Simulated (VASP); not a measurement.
Wanted: the native input for a VASP 6.6.1 run.

| Item | Value |
| --- | --- |
| Task | single point |
| Functional | PBE |
| Potentials or basis | VASP PAW PBE potentials, release 64 (Pt) |
| Cutoff | 520 eV |
| k mesh | 14 × 14 × 5 |
| Occupations | gaussian, width 0.15 eV |
| Spin | no spin polarisation |
| Dipole correction | no |
| Further INCAR settings | ALGO = Fast; EDIFF = 1e-06; NBANDS = 39 |

The structure of Pt lies in POSCAR:

```
Pt
1.0
   -3.1627959429      0.0000000000      0.0000000000
    0.0000000000     -3.1627959429      0.0000000000
    0.0000000000      0.0000000000      9.8883878288
Pt
6
Direct
    0.5000000000      0.5000000000      0.0799463835
    0.0000000000      0.0000000000      0.8795701437
    0.5000000000      0.5000000000      0.3997958876
    0.0000000000      0.0000000000      0.2398711356
    0.5000000000      0.5000000000      0.7196453916
    0.0000000000      0.0000000000      0.5597206396
```

These files were run (other wordings do the same):

INCAR

```
SYSTEM = Pt
ALGO = Fast ; EDIFF = 1E-6
ENCUT = 520 ; GGA = PE
ISIF = 2 ; ISMEAR = 0
LASPH = .TRUE. ; LCHARG = .FALSE.
LREAL = .FALSE. ; LWAVE = .FALSE.
NBANDS = 39 ; NELM = 80
PREC = Accurate ; SIGMA = 0.15
```

KPOINTS

```
k-points
0
G
  14 14 5
  0 0 0
```

Potentials or basis: VASP PAW PBE potentials, release 64 (Pt).

Run with:

```console
$ cat potpaw_PBE.64/Pt/POTCAR > POTCAR
$ mpirun -np 1 vasp_std > vasp.out
```

It gave:

```
Pressure               : -6.8 GPa
Largest force          : 1.069 eV/Å
Band gap on the k mesh : zero (bands 30 and 31 overlap by 1.01 eV)
```

Caveat: the cell stands under tension; spin-orbit coupling is left out, which moves the levels of the heavy elements; forces of over 1 eV/Å act on the atoms, so gaps and moduli don't describe the material at rest.

Run time: 8.1 min on 1 thread of Intel Xeon 8259CL, with other jobs on the host, peak memory 0.41 GiB.
